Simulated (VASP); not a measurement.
Sc:

```
Sc
1.0
     0.00000    2.27050    2.27050
     2.27050    0.00000    2.27050
     2.27050    2.27050    0.00000
Sc
1
Direct
  0.00000 0.00000 0.00000
```

Base run:

| Quantity | Value |
| --- | --- |
| Program | VASP 6.6.1 |
| Functional | PBE |
| Potentials or basis | VASP PAW PBE potentials, release 64 (Sc_sv) |
| Cutoff | 520 eV |
| k mesh | 12 × 12 × 12 |
| Occupations | methfessel-paxton, width 0.15 eV |
| Spin | no spin polarisation |

Its results: pressure 2.9 GPa.

Question: The run is repeated on the same cell with these changes: occupations from methfessel-paxton, width 0.15 eV to fermi-dirac, width 0.15 eV. What comes out?

Answer: Pressure 3.5 GPa.
